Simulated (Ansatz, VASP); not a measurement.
TeAs in VASP and in Ansatz

```
Te As
1.0
     0.00000    2.96767    2.96767
     2.96767    0.00000    2.96767
     2.96767    2.96767    0.00000
Te As
1 1
Direct
  0.43682 0.43682 0.56318
  0.00000 0.00000 0.00000
```

Change from the starting cell: all Te atoms moved +0.375 Å, as atom 1 towards its neighbour atom 2 (As) at 2.968 Å.

Alike in both runs: task single point; functional LDA; k mesh 14 × 14 × 14; occupations gaussian, width 0.15 eV; no spin polarisation.

```csv
,VASP,Ansatz
version,VASP 6.6.1,Ansatz 0.2.0
potentials or method,"VASP PAW LDA potentials, release 64 (Te, As), cutoff 520 eV","scalar-relativistic, plane waves, PAW"
valence electrons in the cell,11,31
```

VASP gave:

- gap on the k mesh at the Fermi level (eV): none
- pressure (GPa): 0.0
- traceless stress, the component that is largest in VASP (GPa): 1.30
- rms of the force components (eV/Å): 0.689

Question: What did Ansatz give for the same quantities?

Answer: gap on the k mesh at the Fermi level (eV): none; pressure (GPa): -0.2; traceless stress, the component that is largest in VASP (GPa): 1.10; rms of the force components (eV/Å): 0.654.

LDA's correlation is that of Perdew and Zunger in VASP and of Perdew and Wang (1992) in Ansatz. Atom by atom the forces differ by 0.035 eV/Å (rms over components). A gap of «none» marks a metal or a gap that the smearing closes. VASP's potentials hold 11 valence electrons a cell and Ansatz's 31, so a difference there can come from the potentials and not from the codes.

Neither program's run includes spin-orbit coupling.
